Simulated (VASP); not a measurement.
# HfC (P6_3/mmc) in VASP: notebook

The runs below take HfC through single point, with PBEsol, LDA, PBE.

All numbers are computed with VASP 6.6.1; they aren't measurements. Logs are shortened: lines on timing, memory, paths and dates and some standing lists are left out, and cuts for length are marked.

## (1) The cell of the first run

Symmetry: P6_3/mmc, No. 194, hexagonal system. The conventional cell has a = 3.330 Å, b = 3.330 Å, c = 5.227 Å, α = 90.00°, β = 90.00°, γ = 120.00°. Within 3.1 Å of Hf (site symmetry -6m2) lie 6 C at 2.32 Å. C (site symmetry -3m) has 6 Hf at 2.32 Å and 2 C at 2.61 Å within 3.1 Å.

## (2) Single point, PBEsol

File INCAR:

```
PREC = Accurate ; ENCUT = 520
EDIFF = 1E-6 ; ISMEAR = 0
SIGMA = 0.05 ; LREAL = F
LASPH = T ; NELM = 80
ALGO = Normal ; ISIF = 2
LWAVE = F ; LCHARG = F
GGA = PS ; NBANDS = 22
```

File KPOINTS:

```
Automatic mesh
0
Gamma
  12 12 8
```

File POSCAR:

```
HfC
1.0
    3.3299329653      0.0000000000      0.0000000000
   -1.6649664827      2.8838065409      0.0000000000
    0.0000000000      0.0000000000      5.2274907433
Hf C
2 2
Direct
    0.3333333333      0.6666666667      0.2500000000
    0.6666666667      0.3333333333      0.7500000000
    0.0000000000      0.0000000000      0.0000000000
    0.0000000000      0.0000000000      0.5000000000
```

Potentials or basis: VASP PAW PBE potentials, release 64 (Hf_pv, C).

The run is started by

```sh
cat potpaw_PBE.64/Hf_pv/POTCAR potpaw_PBE.64/C/POTCAR > POTCAR
mpirun -np 1 vasp_std > vasp.out
```

OUTCAR:

```text
PREC = Accurate
   ENCUT = 520
   EDIFF = 1E-6
   ISMEAR = 0
   LREAL = F
   LASPH = T
   NELM = 80
   ISIF = 2
   GGA = PS

 ion  position               nearest neighbor table
   1  0.333  0.667  0.250-   3 2.32   4 2.32   3 2.32   4 2.32   3 2.32   4 2.32   2 3.24   2 3.24
                             2 3.24   2 3.24   2 3.24   2 3.24
   2  0.667  0.333  0.750-   3 2.32   4 2.32   3 2.32   4 2.32   3 2.32   4 2.32   1 3.24   1 3.24
                             1 3.24   1 3.24   1 3.24   1 3.24
   3  0.000  0.000  0.000-   1 2.32   2 2.32   2 2.32   1 2.32   2 2.32   1 2.32
   4  0.000  0.000  0.500-   1 2.32   2 2.32   2 2.32   1 2.32   2 2.32   1 2.32

  LATTYP: Found a hexagonal cell.
 ALAT       =     3.3299329653
 C/A-ratio  =     1.5698486419

  Lattice vectors:

 A1 = (   3.3299329653,   0.0000000000,   0.0000000000)
 A2 = (  -1.6649664827,   2.8838065409,   0.0000000000)
 A3 = (   0.0000000000,   0.0000000000,   5.2274907433)

Analysis of symmetry for initial positions (statically):
=====================================================================
 Subroutine PRICEL returns:
 Original cell was already a primitive cell.

 Routine SETGRP: Setting up the symmetry group for a
 hexagonal supercell.

 Subroutine GETGRP returns: Found 24 space group operations
 (whereof 12 operations were pure point group operations)
 out of a pool of 24 trial point group operations.

The static configuration has the point symmetry D_3d.
 The point group associated with its full space group is D_6h.

Analysis of symmetry for dynamics (positions and initial velocities):
=====================================================================
 Subroutine PRICEL returns:
 Original cell was already a primitive cell.

 Routine SETGRP: Setting up the symmetry group for a
 hexagonal supercell.

 Subroutine GETGRP returns: Found 24 space group operations
 (whereof 12 operations were pure point group operations)
 out of a pool of 24 trial point group operations.

The dynamic configuration has the point symmetry D_3d.
 The point group associated with its full space group is D_6h.

 Subroutine INISYM returns: Found 24 space group operations
 (whereof 12 operations are pure point group operations),
 and found     1 'primitive' translations

----------------------------------------------------------------------------------------

                                     Primitive cell

  volume of cell :      50.1990

  direct lattice vectors                    reciprocal lattice vectors
     3.329932965  0.000000000  0.000000000     0.300306346  0.173381949  0.000000000
    -1.664966483  2.883806541  0.000000000     0.000000000  0.346763899  0.000000000
     0.000000000  0.000000000  5.227490743     0.000000000  0.000000000  0.191296369

  length of vectors
     3.329932965  3.329932965  5.227490743     0.346763899  0.346763899  0.191296369

  position of ions in fractional coordinates (direct lattice)
     0.333333333  0.666666667  0.250000000
     0.666666667  0.333333333  0.750000000
     0.000000000  0.000000000  0.000000000
     0.000000000  0.000000000  0.500000000

  ion indices of the primitive-cell ions
   primitive index   ion index
                 1           1
                 2           2
                 3           3
                 4           4

----------------------------------------------------------------------------------------

 KPOINTS: Automatic mesh

Automatic generation of k-mesh.
 Grid dimensions read from file:
 generate k-points for:   12   12    8

 Generating k-lattice:

  Cartesian coordinates                     Fractional coordinates (reciprocal lattice)
     0.025025529  0.014448496  0.000000000     0.083333333  0.000000000  0.000000000
     0.000000000  0.028896992  0.000000000     0.000000000  0.083333333  0.000000000
     0.000000000  0.000000000  0.023912046     0.000000000  0.000000000  0.125000000

  Length of vectors
     0.028896992  0.028896992  0.023912046

  Shift w.r.t. Gamma in fractional coordinates (k-lattice)
     0.000000000  0.000000000  0.000000000

 Subroutine IBZKPT returns following result:
 ===========================================

 Found     95 irreducible k-points:

 Following reciprocal coordinates:
            Coordinates               Weight
  0.000000  0.000000  0.000000      1.000000
  0.083333  0.000000  0.000000      6.000000
  0.166667  0.000000  0.000000      6.000000
  0.250000 -0.000000  0.000000      6.000000
  0.333333 -0.000000  0.000000      6.000000
  0.416667  0.000000  0.000000      6.000000
[... 16 lines left out ...]
  0.250000 -0.000000  0.125000     12.000000
  0.333333 -0.000000  0.125000     12.000000
 [... further k-points ...]
   k-points           NKPTS =     95   k-points in BZ     NKDIM =     95   number of bands    NBANDS=     22
   number of dos      NEDOS =    301   number of ions     NIONS =      4
   total plane-waves  NPLWV =  31360
   dimension x,y,z NGX =    28 NGY =   28 NGZ =   40
   dimension x,y,z NGXF=    56 NGYF=   56 NGZF=   80
   ions per type =               2   2
   NGX,Y,Z   is equivalent  to a cutoff of  13.98, 13.98, 12.72 a.u.
   NGXF,Y,Z  is equivalent  to a cutoff of  27.96, 27.96, 25.44 a.u.
 SYSTEM =  unknown system
   PREC   = accura    normal or accurate (medium, high low for compatibility)
   ISTART =      0    job   : 0-new  1-cont  2-samecut
   ICHARG =      2    charge: 1-file 2-atom 10-const
   ISPIN  =      1    spin polarized calculation?
   LNONCOLLINEAR =      F non collinear calculations
   LSORBIT =      F    spin-orbit coupling
   LASPH  =      T    aspherical Exc in radial PAW
   ENCUT  =  520.0 eV  38.22 Ry    6.18 a.u.   6.19  6.19  9.72*2*pi/ulx,y,z
   NELM   =     80;   NELMIN=  2; NELMDL= -5     # of ELM steps
   EDIFF  = 0.1E-05   stopping-criterion for ELM
   LREAL  =      F    real-space projection
   EDIFFG = 0.1E-04   stopping-criterion for IOM
   NSW    =      0    number of steps for IOM
   IBRION =     -1    ionic relax: 0-MD 1-quasi-New 2-CG
   NFREE  =      0    steps in history (QN), initial steepest desc. (CG)
   ISIF   =      2    stress and relaxation
   ISYM   =      2    0-nonsym 1-usesym 2-fastsym
   POTIM  = 0.5000    time-step for ionic-motion
   TEBEG  =    0.0;   TEEND  =   0.0 temperature during run
   PSTRESS=    0.0 pullay stress
   NELECT =      28.0000    total number of electrons
   NUPDOWN=      -1.0000    fix difference up-down
   EMIN   =  10.00;   EMAX   =-10.00  energy-range for DOS
   EFERMI =   0.00;   METHOD = LEGACY
   ISMEAR =     0;   SIGMA  =   0.05  broadening in eV -4-tet -1-fermi 0-gaus
   EFERMI_NEDOS =   21; number of points for ismear=-14 and -15
   IALGO  =     38    algorithm
   IMIX   =      4    mixing-type and parameters
     AMIX     =   0.40;   BMIX     =  1.00
     AMIX_MAG =   1.60;   BMIX_MAG =  1.00
  volume/ion in A,a.u.               =      12.55        84.69
  Fermi-wavevector in a.u.,A,eV,Ry     =   1.347605  2.546604 24.708706  1.816039
  Thomas-Fermi vector in A             =   2.475342
   LORBIT       =      0    0 simple, 1 ext, 2 COOP (PROOUT), +10 PAW based schemes
   GGA     = PS    functional components
   LHFCALC =     F    Hartree Fock is set to
   AEXX    =    0.0000 exact exchange contribution
   IVDW    =     0    specifies the selected vdW correction
   LEPSILON=     F    determine dielectric tensor
   LRPA    =     F    only Hartree local field effects (RPA)
 non-spin polarized calculation
 Gauss-broadening in eV      SIGMA  =   0.05
  energy-cutoff  :      520.00
  volume of cell :       50.20
 maximum number of plane-waves:      1387
 NGX is ok and might be reduce to    28
   NGX = 13   NGY = 13   NGZ = 19

 number of electron      28.0000000 magnetization

 Free energy of the ion-electron system (eV)
  ---------------------------------------------------
  ext. energy  EPLUGINS =         0.00000000
  ---------------------------------------------------
  free energy    TOTEN  =       -43.61786437 eV

  energy without entropy =      -43.61723384  energy(sigma->0) =      -43.61754910

 E-fermi :   6.3327     XC(G=0): -12.4281

 val. band max:        6.3288960890   @ k =   0.3333   0.2500   0.0000
 cond. band min:       6.4230710202   @ k =   0.3333   0.3333   0.1250
 fundamental gap:      0.0941749312
 Fermi energy:         6.3327315896

 k-point     1 :       0.0000    0.0000    0.0000
  band No.  band energies     occupation
      1     -24.2734      2.00000
      2     -23.6846      2.00000
      3     -23.6846      2.00000
      4     -23.5974      2.00000
      5     -23.5974      2.00000
      6     -23.5295      2.00000
[... 14 lines left out ...]
     21      10.3071      0.00000
     22      14.4037      0.00000

 k-point     2 :       0.0833    0.0000    0.0000
  band No.  band energies     occupation
      1     -24.2569      2.00000
      2     -23.7187      2.00000
      3     -23.6976      2.00000
      4     -23.6297      2.00000
      5     -23.5989      2.00000
      6     -23.5354      2.00000
[... 14 lines left out ...]
     21      10.6810      0.00000
     22      14.0747      0.00000

 k-point     3 :       0.1667    0.0000    0.0000
  band No.  band energies     occupation
      1     -24.2096      2.00000
      2     -23.8127      2.00000
      3     -23.7303      2.00000
      4     -23.7147      2.00000
      5     -23.6056      2.00000
      6     -23.5537      2.00000
[... 14 lines left out ...]
     21      11.8699      0.00000
     22      13.2938      0.00000
[... 476 lines left out ...]
 k-point    23 :       0.2500   -0.0000    0.1250
  band No.  band energies     occupation
      1     -24.1338      2.00000
      2     -23.9263      2.00000
      3     -23.8384      2.00000
      4     -23.7655      2.00000
      5     -23.6242      2.00000
      6     -23.5923      2.00000
[... 14 lines left out ...]
     21      12.8505      0.00000
     22      12.8900      0.00000

 k-point    24 :       0.3333   -0.0000    0.1250
  band No.  band energies     occupation
      1     -24.1168      2.00000
      2     -24.0023      2.00000
      3     -23.9344      2.00000
      4     -23.8031      2.00000
      5     -23.6399      2.00000
      6     -23.6289      2.00000
[... 14 lines left out ...]
     21      12.5996      0.00000
     22      13.3013      0.00000

 [... further k-points ...]

------------------------ aborting loop because EDIFF is reached ----------------------------------------

  FORCE on cell =-STRESS in cart. coord.  units (eV):
  Direction    XX          YY          ZZ          XY          YZ          ZX
  --------------------------------------------------------------------------------------
  -------------------------------------------------------------------------------------
  Total       -2.1756118     -2.1756118     -2.4266696      0.0000000      0.0000000      0.0000000
  in kB      -69.4379829    -69.4379829    -77.4508770      0.0000000      0.0000000      0.0000000
  external PRESSURE =     -72.1089476 kB  Pullay stress =       0.0000000 kB

 VOLUME and BASIS-vectors are now :
 -----------------------------------------------------------------------------
  energy-cutoff  :      520.00
  volume of cell :       50.20
      direct lattice vectors                 reciprocal lattice vectors
     3.329932965  0.000000000  0.000000000     0.300306346  0.173381949  0.000000000
    -1.664966483  2.883806541  0.000000000     0.000000000  0.346763899  0.000000000
     0.000000000  0.000000000  5.227490743     0.000000000  0.000000000  0.191296369

 POSITION                                       TOTAL-FORCE (eV/Angst)
 -----------------------------------------------------------------------------------
     -0.00000      1.92254      1.30687        -0.000000     -0.000000      0.000000
      1.66497      0.96127      3.92062         0.000000      0.000000      0.000000
      0.00000      0.00000      0.00000         0.000000      0.000000      0.000000
      0.00000      0.00000      2.61375         0.000000      0.000000      0.000000
 -----------------------------------------------------------------------------------
    total drift:                                0.000000     -0.000000      0.000000

  FREE ENERGIE OF THE ION-ELECTRON SYSTEM (eV)
  ---------------------------------------------------
  free  energy   TOTEN  =       -43.6178643665 eV

  energy  without entropy=      -43.6172338395  energy(sigma->0) =      -43.61754910
```

It took 81 s on 1 thread of Intel Xeon Platinum 8375C at 2.90GHz (Ice Lake), shared host; peak memory 0.24 GiB.

Results:

| Property | Result |
| --- | --- |
| Free energy | -43.6179 eV |
| Pressure | -7.2 GPa |
| Band gap on the k mesh | zero (bands 14 and 15 overlap by 1.35 eV) |

Levels at points of the mesh, in eV from the Fermi level:
| k point | band 12 | band 13 | band 14 | band 15 | band 16 | band 17 |
| --- | --- | --- | --- | --- | --- | --- |
| (0.00, 0.00, 0.00) | -1.23 | -1.23 | 0.91 | 1.37 | 1.37 | 1.89 |
| (0.50, 0.00, 0.00) | -3.39 | -1.86 | -1.13 | 1.31 | 4.28 | 4.68 |
| (0.00, 0.00, 0.50) | -2.67 | -2.67 | -2.67 | 3.89 | 3.89 | 3.89 |
| (0.50, 0.00, 0.50) | -3.12 | -2.42 | -2.42 | 1.23 | 1.23 | 4.70 |

Caveat: the cell stands under tension; the PAW data sets were made with another functional, which shifts forces and pressure a little; spin-orbit coupling is left out, which moves the levels of the heavy elements.

## (3) Single point, LDA

File INCAR:

```
SYSTEM = HfC
PREC = Accurate
ENCUT = 520
EDIFF = 1E-7
ISMEAR = 0
SIGMA = 0.05
LREAL = .False.
LASPH = .True.
NELM = 100
ALGO = Normal
ISIF = 2
LWAVE = .False.
LCHARG = .False.
GGA = CA
NBANDS = 22
```

File KPOINTS:

```
Automatic mesh
0
Gamma
  12 12 8
  0 0 0
```

POSCAR is that of step 2.

Potentials or basis: VASP PAW LDA potentials, release 64 (Hf_pv, C).

The run is started by

```sh
cat potpaw_LDA.64/Hf_pv/POTCAR potpaw_LDA.64/C/POTCAR > POTCAR
mpirun -np 1 vasp_std > vasp.out
```

Wall time 98 s (1 thread of Intel Xeon Platinum 8375C at 2.90GHz (Ice Lake), shared host); peak memory 0.22 GiB.

Results (log left out):

```
Free energy            : -44.9668 eV
Pressure               : -11.7 GPa
Band gap on the k mesh : zero (bands 14 and 15 overlap by 1.34 eV)
```

Stress tensor (GPa, compression positive):
```
-11.54   0.00   0.00
  0.00 -11.54   0.00
  0.00   0.00 -12.10
```

Levels at points of the mesh, in eV from the Fermi level:
| k point | band 11 | band 12 | band 13 | band 14 | band 15 | band 16 | band 17 | band 18 |
| --- | --- | --- | --- | --- | --- | --- | --- | --- |
| (0.00, 0.00, 0.00) | -3.10 | -1.23 | -1.23 | 0.90 | 1.34 | 1.34 | 1.86 | 1.86 |
| (0.50, 0.00, 0.00) | -3.50 | -3.34 | -1.83 | -1.08 | 1.30 | 4.26 | 4.66 | 4.72 |
| (0.00, 0.00, 0.50) | -2.66 | -2.66 | -2.66 | -2.66 | 3.85 | 3.85 | 3.85 | 3.85 |
| (0.50, 0.00, 0.50) | -3.10 | -3.10 | -2.40 | -2.40 | 1.26 | 1.26 | 4.64 | 4.64 |

Caveat: the cell stands under tension; spin-orbit coupling is left out, which moves the levels of the heavy elements.

(Part 1 of 2 ends here.)
